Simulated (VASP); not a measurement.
TiAl: single point with PBE

Crystal: TiAl.

```
Ti Al
1.0
     2.77290    0.00000    0.00000
    -1.38645    2.40140    0.00000
     0.00000    0.00000    4.50900
Ti Al
1 1
Direct
  0.00000 0.00000 0.00000
  0.33333 0.66667 0.50000
```

```
Program                : VASP 6.6.1
Task                   : single point
Functional             : PBE
Potentials or basis    : VASP PAW PBE potentials, release 64 (Ti_sv, Al)
Cutoff                 : 520 eV
k mesh                 : 18 × 18 × 10
Occupations            : gaussian, width 0.15 eV
Spin                   : no spin polarisation
Dipole correction      : no
Further INCAR settings : ALGO = Normal; EDIFF = 1e-06; NBANDS = 14
```

```
Pressure               : 13.7 GPa
Band gap on the k mesh : zero (an odd number of electrons rules out a gap without spin polarisation)
```

Stress tensor (GPa, compression positive):
```
13.33  0.00  0.00
 0.00 13.33  0.00
 0.00  0.00 14.54
```

Levels at points of the mesh, in eV from the Fermi level:
```
           k point  band 3  band 4  band 5  band 6  band 7  band 8  band 9  band 10  band 11  band 12
(0.00, 0.00, 0.00)  -32.10  -32.10   -9.44   -2.41   -1.85    1.40    1.40     3.11     3.11     4.46
(0.50, 0.00, 0.00)  -32.51  -32.28   -3.98   -2.85   -1.78   -1.16    2.33     4.44     4.47     4.60
(0.00, 0.00, 0.50)  -32.10  -32.10   -8.43   -5.51   -0.50    1.41    1.41     3.02     3.02     7.22
(0.50, 0.00, 0.50)  -32.51  -32.28   -3.96   -2.50   -2.02    0.72    1.02     2.11     3.35     4.47
```

Run time: 110 s on 1 thread of Intel Xeon 8259CL, with other jobs on the host, peak memory 0.23 GiB.

Caveat: the cell stands under pressure.
